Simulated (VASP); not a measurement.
Runs of VASP 6.6.1 on Ti. The structure is that of space group P6_3/mmc (No. 194), or close to it. The cells are those of the table. 

```csv
task,cell,k mesh,cutoff (eV),gap on the mesh (eV),pressure (GPa),relaxed volume (Å³/atom)
single point,"a = 2.864, b = 2.864, c = 4.535 Å, angles 90.0, 90.0, 120.0°, 2 atoms",18 × 18 × 10,520,none,-0.2,-
relaxation of cell and atoms,"relaxed from a = 2.950, b = 2.950, c = 4.680 Å, angles 90.0, 90.0, 120.0°, 2 atoms",9 × 9 × 4,600,none,-0.1,16.09
single point,"a = 2.868, b = 2.868, c = 4.523 Å, angles 90.0, 90.0, 120.0°, 2 atoms",9 × 9 × 4,520,none,(a),-
single point,"a = 2.950, b = 2.950, c = 4.680 Å, angles 90.0, 90.0, 120.0°, 2 atoms",9 × 9 × 4,520,none,-10.0,-
relaxation of cell and atoms,"relaxed from a = 2.868, b = 2.868, c = 4.523 Å, angles 90.0, 90.0, 120.0°, 2 atoms",18 × 18 × 10,600,none,0.0,16.09
single point,"a = 2.864, b = 2.864, c = 4.535 Å, angles 90.0, 90.0, 120.0°, 2 atoms",12 × 12 × 8,500,none,-0.1,-
```

Alike in all rows: level LDA; potentials or basis VASP PAW LDA potentials, release 64 (Ti_sv); no spin polarisation; smearing gaussian 0.1 eV.

**Question.** Estimate the missing entries.

**Answer.** (a) -0.5.

A gap of «none» marks levels without a gap at the run's occupations.
